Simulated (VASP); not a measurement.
# Ru: single point with LDA

Ru:

```
Ru
1.0
     0.00000    2.64189    2.64189
     2.64189    0.00000    2.64189
     2.64189    2.64189    0.00000
Ru
2
Direct
  0.12500 0.12500 0.12500
  0.87500 0.87500 0.87500
```

This isn't the form of Ru at room conditions, which is hcp.

- Program: VASP 6.6.1
- Task: single point
- Functional: LDA
- Potentials or basis: VASP PAW LDA potentials, release 64 (Ru_sv)
- Cutoff: 560 eV
- k mesh: 11 × 11 × 11
- Occupations: fermi-dirac, width 0.1 eV
- Spin: no spin polarisation
- Dipole correction: no
- Further INCAR settings: ALGO = Normal; EDIFF = 1e-06; NBANDS = 23

```
Pressure               : 9.0 GPa
Band gap on the k mesh : zero (bands 16 and 17 overlap by 0.93 eV)
```

Levels at points of the mesh, in eV from the Fermi level:
```tsv
k point	band 13	band 14	band 15	band 16	band 17	band 18	band 19	band 20
(0.00, 0.00, 0.00)	-3.53	-3.53	-0.53	-0.53	-0.53	2.18	2.18	12.82
```

It took 59 s on 1 thread of AMD EPYC 7R43 64-Core Processor (Zen 3), with other jobs on the host, peak memory 0.13 GiB.

Caveat: the cell stands under pressure.
